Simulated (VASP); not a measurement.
Here is a VASP 6.6.1 calculation.

INCAR

```
ALGO = Normal
EDIFF = 1E-6
EDIFFG = -0.02
ENCUT = 600
GGA = CA
IBRION = 2
ISIF = 3
ISMEAR = 0
LASPH = True
LCHARG = False
LREAL = False
LWAVE = False
NELM = 60
NSW = 50
PREC = Accurate
SIGMA = 0.01
```

Contents of KPOINTS:

```
k-points
0
Gamma
  8 8 8
```

POSCAR

```
BAs
1.0
    0.0000000000      2.3885000000      2.3885000000
    2.3885000000      0.0000000000      2.3885000000
    2.3885000000      2.3885000000      0.0000000000
B As
1 1
Direct
    0.0000000000      0.0000000000      0.0000000000
    0.2500000000      0.2500000000      0.2500000000
```

Potentials or basis: VASP PAW LDA potentials, release 64 (B, As).

Command:

```sh
$ cat potpaw_LDA.64/B/POTCAR potpaw_LDA.64/As/POTCAR > POTCAR
$ mpirun -np 1 vasp_std > vasp.out
```

Predict the relaxed cell.

a = 3.353 Å, b = 3.353 Å, c = 3.353 Å, α = 60.00°, β = 60.00°, γ = 60.00°.

What does it give for the band gap on the k mesh?

1.12 eV, indirect (least direct gap 3.28 eV).

What does it give for the space group after relaxing (to 0.05 Å)?

F-43m (No. 216).

Estimate the relaxed volume.

13.33 Å³/atom.

Final structure:
```yaml
crystal:
  lattice:
    - [0.00000, 2.37115, 2.37115]
    - [2.37115, 0.00000, 2.37115]
    - [2.37115, 2.37115, 0.00000]
  atoms:
    - { symbol: B, position: [0.00000, 0.00000, 0.00000] }
    - { symbol: As, position: [0.25000, 0.25000, 0.25000] }
```

A k mesh can miss the band edges. LDA usually gives volumes a few per cent too small.
